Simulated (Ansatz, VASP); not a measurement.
# NaCl: VASP beside Ansatz

File INCAR:

```
SYSTEM = NaCl
PREC = Accurate ; ENCUT = 520
EDIFF = 1E-6 ; ISMEAR = -1
SIGMA = 0.02 ; LREAL = .False.
LASPH = .True. ; NELM = 100
ALGO = Normal ; ISIF = 2
LWAVE = .False. ; LCHARG = .False.
GGA = PE ; NBANDS = 14
```

File KPOINTS:

```
regular mesh
0
Gamma
  8 8 8
  0 0 0
```

File POSCAR:

```
NaCl
1.0
    3.4474374293      0.0000000000      0.0000000000
    0.0000000000      3.4474374293      0.0000000000
    0.0000000000      0.0000000000      3.4474374293
Na Cl
1 1
Direct
    0.0000000000      0.0000000000      0.0000000000
    0.5000000000      0.5000000000      0.5000000000
```

Input for Ansatz:

```yaml
crystal:
  lattice:
    - [3.4474374293, 0.0, 0.0]
    - [0.0, 3.4474374293, 0.0]
    - [0.0, 0.0, 3.4474374293]
  atoms:
    - { symbol: Na, position: [0.0, 0.0, 0.0] }
    - { symbol: Cl, position: [0.5, 0.5, 0.5] }
kpoints:
  mp_grid: { grid: [8, 8, 8] }
  band_path:
    path: [[0.0, 0.0, 0.0], [0.0, 0.5, 0.0], [0.5, 0.5, 0.0], [0.5, 0.5, 0.5]]
    npoints: 1
hamiltonian:
  xc: pbe
scf:
  occupations: { method: fermi_dirac, width: 0.02 }
  n_extra_bands: 4
output:
  forces: true
  stress: true
  eigenvalues: true
```

Change from the starting cell: hydrostatic strain -0.3%.

Alike in both runs: task single point; functional PBE; k mesh 8 × 8 × 8; occupations fermi-dirac, width 0.02 eV; no spin polarisation.

```csv
,VASP,Ansatz
version,VASP 6.6.1,Ansatz 0.2.0
potentials or method,"VASP PAW PBE potentials, release 64 (Na_pv, Cl)","plane waves, PAW"
plane-wave cutoff (eV),520,420
valence electrons in the cell,14,16
```

|  | VASP | Ansatz | Ansatz less VASP |
| --- | --- | --- | --- |
| gap on the k mesh at the Fermi level (eV) | 4.14 | 4.14 | 0.000 |
| pressure (GPa) | 1.4 | 1.5 | +0.05 |

With one functional, cell and mesh, what is left measures potentials, basis and numerics. VASP's potentials hold 14 valence electrons a cell and Ansatz's 16, so a difference there can come from the potentials and not from the codes.
